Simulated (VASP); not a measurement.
# TaN (P-6m2) in VASP: further runs, part 2 of 2

VASP 6.6.1. Earlier steps stand in the parts before.

## (4) Single point, PBEsol+U, collinear spin, antiferromagnetic start

Input file INCAR:

```
PREC     = Accurate       # precision mode
ENCUT    = 520            # plane-wave cutoff, eV
EDIFF    = 1E-6           # SCF threshold, eV
ISMEAR   = 0              # smearing method
SIGMA    = 0.05           # smearing width, eV
LREAL    = F              # projectors in reciprocal space
LASPH    = T              # aspherical terms in the spheres
NELM     = 150            # most SCF steps
ALGO     = Normal         # electronic algorithm
ISIF     = 2              # what is computed and relaxed
LWAVE    = F              # write WAVECAR
LCHARG   = F              # write CHGCAR
ISPIN    = 2              # spin polarisation
MAGMOM   = 2 -2 0 0       # initial moments
LORBIT   = 11             # projections on sites
LMAXMIX  = 4              # l up to which the mixer works
LDAU     = T              # DFT+U
LDAUTYPE = 1            
LDAUL    = 2 -1           # shell
LDAUU    = 8 0            # U, eV
LDAUJ    = 0.5 0        
LDAUPRINT= 1            
GGA      = PS             # functional
NBANDS   = 28             # bands
```

Input file KPOINTS:

```
Automatic mesh
0
Gamma
  7 7 7
```

Input file POSCAR:

```
TaN
1.0
    2.9380011100      0.0000000000      0.0000000000
   -2.9380011000      5.0887672000      0.0000000000
    0.0000000000      0.0000000000      2.8830022100
Ta N
2 2
Direct
    0.3333333333      0.3333333334      0.5000000000
    0.3333333333      0.8333333333      0.5000000000
    0.0000000000      0.0000000000      0.0000000000
    0.0000000000      0.5000000000      0.0000000000
```

Potentials or basis: VASP PAW PBE potentials, release 64 (Ta_pv, N).

Launch:

```
cat potpaw_PBE.64/Ta_pv/POTCAR potpaw_PBE.64/N/POTCAR > POTCAR
mpirun -np 1 vasp_std > vasp.out
```

OUTCAR:

```text
PREC = Accurate
   ENCUT = 520
   EDIFF = 1E-6
   ISMEAR = 0
   LREAL = F
   LASPH = T
   NELM = 150
   ISIF = 2
   ISPIN = 2
   LORBIT = 11
   GGA = PS

 ion  position               nearest neighbor table
   1  0.333  0.333  0.500-   4 2.23   4 2.23   4 2.23   4 2.23   3 2.23   3 2.23   2 2.94   2 2.94
                             2 2.94   2 2.94
   2  0.333  0.833  0.500-   3 2.23   3 2.23   4 2.23   4 2.23   3 2.23   3 2.23   1 2.94   1 2.94
                             1 2.94   1 2.94
   3  0.000  0.000  0.000-   2 2.23   2 2.23   2 2.23   2 2.23   1 2.23   1 2.23
   4  0.000  0.500  0.000-   1 2.23   1 2.23   2 2.23   2 2.23   1 2.23   1 2.23

  LATTYP: Found a simple orthorhombic cell.
 ALAT       =     2.8830022100
 B/A-ratio  =     1.0190769538
 C/A-ratio  =     1.7650930625

  Lattice vectors:

 A1 = (   0.0000000000,   0.0000000000,   2.8830022100)
 A2 = (   2.9380011100,   0.0000000000,   0.0000000000)
 A3 = (   0.0000000100,   5.0887672000,   0.0000000000)

Analysis of symmetry for initial positions (statically):
=====================================================================
 Subroutine PRICEL returns following result:

  LATTYP: Found a hexagonal cell.
 ALAT       =     2.9380011100
 C/A-ratio  =     0.9812801636
[... 12 lines left out ...]
 Subroutine GETGRP returns: Found  4 space group operations
 (whereof  4 operations were pure point group operations)
 out of a pool of  8 trial point group operations.

The static configuration has the point symmetry C_2v.

Analysis of symmetry for dynamics (positions and initial velocities):
=====================================================================
[... 254 lines left out ...]
  o =  0.3050  v =  0.0000 -0.0000 -1.0000 -0.0000  0.0010  0.0000  0.0000  0.0000  0.0000  0.0000      0.0000  0.0000  0.0000  0.0000  0.0000  0.0000  0.0000  0.0000  0.0000  0.0000
  o =  0.3050  v =  0.0000  0.0000  0.0000  0.0000  0.0000  0.0000  0.0000 -1.0000 -0.0000  0.0004      0.0000  0.0000  0.0000  0.0000  0.0000  0.0000  0.0000  0.0000  0.0000  0.0000

 number of electron      32.0000001 magnetization       0.0000000

 Free energy of the ion-electron system (eV)
  ---------------------------------------------------
  ext. energy  EPLUGINS =         0.00000000
  ---------------------------------------------------
  free energy    TOTEN  =       -34.29086070 eV

  energy without entropy =      -34.29054405  energy(sigma->0) =      -34.29070238

 E-fermi :   9.2908     XC(G=0): -13.5259

 val. band max:        9.2809909700   @ k =   0.0000   0.0000   0.4286
 cond. band min:       9.3005362198   @ k =   0.0000   0.0000   0.4286
 fundamental gap:      0.0195452498
 Fermi energy:         9.2907635261

 spin component 1

 k-point     1 :       0.0000    0.0000    0.0000
  band No.  band energies     occupation
      1     -28.0868      1.00000
      2     -27.3278      1.00000
      3     -27.3207      1.00000
      4     -27.1914      1.00000
      5     -27.0958      1.00000
      6     -27.0951      1.00000
[... 1481 lines left out ...]
     27      19.7404      0.00000
     28      20.4930      0.00000

 [... further k-points ...]
[... 5 lines left out ...]
  --------------------------------------------------------------------------------------
  -------------------------------------------------------------------------------------
  Total        5.4210970      5.6486602      6.2444069      0.0000000      0.0000000      0.0000000
  in kB      201.5061225    209.9648107    232.1091527      0.0000004      0.0000000      0.0000000
  external PRESSURE =     214.5266953 kB  Pullay stress =       0.0000000 kB

 VOLUME and BASIS-vectors are now :
 -----------------------------------------------------------------------------
  energy-cutoff  :      520.00
  volume of cell :       43.10
      direct lattice vectors                 reciprocal lattice vectors
     2.938001110  0.000000000  0.000000000     0.340367468  0.196511249  0.000000000
    -2.938001100  5.088767200  0.000000000     0.000000000  0.196511249  0.000000000
     0.000000000  0.000000000  2.883002210     0.000000000  0.000000000  0.346860643

 POSITION                                       TOTAL-FORCE (eV/Angst)
 -----------------------------------------------------------------------------------
      0.00000      1.69626      1.44150        -0.000000     -0.006963     -0.000000
     -1.46900      4.24064      1.44150        -0.000000     -0.006963     -0.000000
      0.00000      0.00000      0.00000         0.000000      0.006963      0.000000
     -1.46900      2.54438      0.00000         0.000000      0.006963      0.000000
 -----------------------------------------------------------------------------------
    total drift:                               -0.000000      0.000090     -0.000000

  FREE ENERGIE OF THE ION-ELECTRON SYSTEM (eV)
  ---------------------------------------------------
  free  energy   TOTEN  =       -34.2908607007 eV

  energy  without entropy=      -34.2905440544  energy(sigma->0) =      -34.29070238

 total charge

# of ion       s       p       d       tot
------------------------------------------
    1        0.331   6.300   2.169   8.799
    2        0.331   6.300   2.169   8.799
    3        1.221   2.547   0.000   3.767
    4        1.221   2.547   0.000   3.767
--------------------------------------------------
tot          3.103  17.693   4.337  25.133

 magnetization (x)

# of ion       s       p       d       tot
------------------------------------------
    1        0.000   0.000   0.000   0.000
    2       -0.000  -0.000  -0.000  -0.000
    3        0.000   0.000   0.000   0.000
    4       -0.000  -0.000   0.000  -0.000
--------------------------------------------------
tot          0.000   0.000   0.000   0.000
```

stdout:

```text
POSCAR found type information on POSCAR TaN
 POSCAR found :  2 types and       4 ions
 scaLAPACK will be used
 -----------------------------------------------------------------------------
|                                                                             |
|                                                                             |
|     You enforced a specific xc type in the INCAR file but a different       |
|     I HOPE YOU KNOW WHAT YOU ARE DOING!                                     |
|                                                                             |
 -----------------------------------------------------------------------------

 LDA part: xc-table for (Slater+PW92), standard interpolation
 POSCAR, INCAR and KPOINTS ok, starting setup
 FFT: planning ... GRIDC
 FFT: planning ... GRID_SOFT
 FFT: planning ... GRID
 WAVECAR not read
 entering main loop
```

Run time: 75 s. Hardware: 1 thread of Intel Xeon Platinum 8488C (Sapphire Rapids), shared host; peak memory 0.26 GiB.

What came out:

- Free energy: -34.2909 eV
- Pressure: 21.5 GPa
- Largest force: 0.007 eV/Å
- Band gap on the k mesh: 0.02 eV
- Net moment: 0.00 μB per cell
- Valence electrons inside the program's atomic spheres: Ta 8.80; N 3.77

Forces on the atoms (eV/Å):
```
Ta   0.000 -0.007  0.000
Ta   0.000 -0.007  0.000
N    0.000  0.007  0.000
N    0.000  0.007  0.000
```

Eigenvalues of the final occupation matrices:
| site | spin | trace | eigenvalues |
| --- | --- | --- | --- |
| site 1 d | 1 | 1.11 | 0.16 0.16 0.24 0.24 0.30 |
| site 1 d | 2 | 1.11 | 0.16 0.16 0.24 0.24 0.31 |
| site 2 d | 1 | 1.11 | 0.16 0.16 0.24 0.24 0.31 |
| site 2 d | 2 | 1.11 | 0.16 0.16 0.24 0.24 0.30 |

Caveat: the PAW data sets were made with another functional, which shifts forces and pressure a little; spin-orbit coupling is left out, which moves the levels of the heavy elements. A k mesh can miss the band edges.
